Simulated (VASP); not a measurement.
A run of VASP 6.6.1:

File INCAR:

```
SYSTEM = TaC
PREC = Accurate
ENCUT = 600
EDIFF = 1E-6
ISMEAR = 0
SIGMA = 0.1
LREAL = .FALSE.
LASPH = .TRUE.
NELM = 120
ALGO = Normal
ISIF = 2
LWAVE = .FALSE.
LCHARG = .FALSE.
GGA = CA
NBANDS = 14
GGA_COMPAT = .FALSE.
```

KPOINTS

```
Automatic mesh
0
G
  8 8 8
  0 0 0
```

POSCAR

```
TaC
1.0
    0.0000000000      2.2270000000      2.2270000000
    2.2270000000      0.0000000000      2.2270000000
    2.2270000000      2.2270000000      0.0000000000
Ta C
1 1
Direct
    0.0000000000      0.0000000000      0.0000000000
    0.5000000000      0.5000000000      0.5000000000
```

Potentials or basis: VASP PAW LDA potentials, release 64 (Ta_pv, C).

Launch:

```bash
$ cat potpaw_LDA.64/Ta_pv/POTCAR potpaw_LDA.64/C/POTCAR > POTCAR
$ mpirun -np 1 vasp_std > vasp.out
```

Hardware: 1 thread of Intel Xeon 6975P-C, with other jobs on the host.

Task: Estimate the wall time of this run.

Result: Wall time 7.3 s on 1 thread of Intel Xeon 6975P-C, on a shared host, peak memory 0.15 GiB. Counts: scf iterations 12, k points 29.
